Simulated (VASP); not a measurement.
# TePb: single point with PBE

The system is TePb.

```xyz
2
Lattice="0.0000 3.2270 3.2270 3.2270 0.0000 3.2270 3.2270 3.2270 0.0000" Properties=species:S:1:pos:R:3 pbc="T T T"
Te    3.2270    3.2270    3.2270
Pb    0.0000    0.0000    0.0000
```

```yaml
Program: VASP 6.6.1
Task: single point
Functional: PBE
Potentials_or_basis: VASP PAW PBE potentials, release 64 (Te, Pb_d)
Cutoff: 520 eV
k_mesh: 10 × 10 × 10
Occupations: fermi-dirac, width 0.03 eV
Spin: non-collinear spin, zero start, spin-orbit coupling
Starting_moments: "[[0.0, 0.0, 0.0], [0.0, 0.0, 0.0]] μB"
```

The pressure is 2.1 GPa. The net moment is 0.00 μB per cell and the valence electrons inside the program's atomic spheres are Te 3.39; Pb 11.89.

Moments on the atoms (μB; x, y, z):
```
Te  0.00 0.00 0.00
Pb  0.00 0.00 0.00
```

It took 2.3 min on 1 thread of Intel(R) Xeon(R) 6975P-C (Granite Rapids) (shared host), peak memory 0.47 GiB.
